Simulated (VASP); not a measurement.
Set up this calculation in VASP 6.6.1, as the native input.

```
Task                   : single point
Functional             : PBE
Potentials or basis    : VASP PAW PBE potentials, release 64 (Mg, S)
Cutoff                 : 520 eV
k mesh                 : 8 × 8 × 8
Occupations            : gaussian, width 0.05 eV
Spin                   : no spin polarisation
Dipole correction      : no
Further INCAR settings : ALGO = Normal; EDIFF = 1e-06; NBANDS = 11
```

The structure of MgS lies in POSCAR:

```
MgS
1.0
    0.0000000000      2.6666912500      2.7317325000
    2.6666912500      0.0000000000      2.7317325000
    2.6666912500      2.6666912500      0.0000000000
Mg S
1 1
Direct
    0.0000000000      0.0000000000      0.0000000000
    0.5000000000      0.5000000000      0.5000000000
```

This cell differs from its parent crystal: strain +0.025 along x and y, +0.050 along z.

One way to write it, as run:

INCAR

```
  ALGO = Normal
  EDIFF = 1E-6
  ENCUT = 520
  GGA = PE
  ISIF = 2
  ISMEAR = 0
  LASPH = True
  LCHARG = False
  LREAL = False
  LWAVE = False
  NBANDS = 11
  NELM = 100
  PREC = Accurate
  SIGMA = 0.05
```

KPOINTS

```
k-points
0
Gamma
  8 8 8
```

Potentials or basis: VASP PAW PBE potentials, release 64 (Mg, S).

Command:

```console
$ cat potpaw_PBE.64/Mg/POTCAR potpaw_PBE.64/S/POTCAR > POTCAR
$ mpirun -np 1 vasp_std > vasp.out
```

It gave:

```json
{
  "Pressure": "-5.4 GPa",
  "Band gap on the k mesh": "2.46 eV, indirect (least direct gap 2.92 eV)"
}
```

Caveat: the cell differs from its parent crystal (strain +0.025 along x and y, +0.050 along z).

It took 9.2 s on 1 thread of Intel(R) Xeon(R) 6975P-C (Granite Rapids), with other jobs on the host, peak memory 0.16 GiB.
